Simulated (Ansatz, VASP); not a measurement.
## One calculation of Te2Mo, two programs

```
Te Mo
1.0
     3.56023    0.00000    0.00000
    -1.78012    3.08325    0.00000
     0.00000    0.00000   17.52406
Te Mo
2 1
Direct
  0.32722 0.65444 0.89973
  0.32722 0.65444 0.10402
  0.00000 0.00000 0.00000
```

Change from the starting cell: all Te atoms moved +0.050 Å, as atom 1 towards its neighbour atom 3 (Mo) at 2.726 Å.

Alike in both runs: task single point; functional LDA; k mesh 12 × 12 × 2; occupations gaussian, width 0.05 eV; no spin polarisation.

```csv
,VASP,Ansatz
version,VASP 6.6.1,Ansatz 0.2.0
potentials or method,"VASP PAW LDA potentials, release 64 (Te, Mo_sv), cutoff 520 eV","scalar-relativistic, plane waves, PAW"
valence electrons in the cell,26,46
```

|  | VASP | Ansatz | Ansatz less VASP |
| --- | --- | --- | --- |
| gap on the k mesh at the Fermi level (eV) | 1.04 | 1.04 | 0.000 |
| least direct gap on the mesh (eV) | 1.04 | 1.04 | 0.000 |
| rms of the force components (eV/Å) | 0.386 | 0.395 | +0.0086 |

LDA's correlation is that of Perdew and Zunger in VASP and of Perdew and Wang (1992) in Ansatz. Atom by atom the forces differ by 0.025 eV/Å (rms over components). VASP's potentials hold 26 valence electrons a cell and Ansatz's 46, so a difference there can come from the potentials and not from the codes.

Spin-orbit coupling is off throughout.
